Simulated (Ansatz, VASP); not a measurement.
# AlGa3N4 in VASP and in Ansatz

```
Al Ga N
1.0
     4.46763    0.00000    0.00000
     0.00000    4.46763    0.00000
     0.00000    0.00000    4.46763
Al Ga N
1 3 4
Direct
  0.00000 0.00000 0.00000
  0.50000 0.50000 0.00000
  0.50000 0.00000 0.50000
  0.00000 0.50000 0.50000
  0.76472 0.76472 0.23528
  0.76472 0.23528 0.76472
  0.23528 0.76472 0.76472
  0.23528 0.23528 0.23528
```

Change from the starting cell: mode 24 (691.5 1/cm) frozen in, largest displacement -0.075 Å.

Alike in both runs: task single point; functional PBEsol; k mesh 6 × 6 × 6; occupations gaussian, width 0.05 eV; no spin polarisation.

```csv
,VASP,Ansatz
version,VASP 6.6.1,Ansatz 0.2.0
potentials or method,"VASP PAW PBE potentials, release 64 (Al, Ga_d, N), cutoff 520 eV","scalar-relativistic, plane waves, PAW"
valence electrons in the cell,62,62
```

```csv
,VASP,Ansatz,Ansatz less VASP
gap on the k mesh at the Fermi level (eV),2.35,2.34,-0.018
least direct gap on the mesh (eV),2.36,2.35,-0.019
pressure (GPa),0.8,0.8,+0.03
rms of the force components (eV/Å),0.848,0.841,-0.0064
```

VASP's potentials were made for PBE, not for PBEsol. Atom by atom the forces differ by 0.006 eV/Å (rms over components).
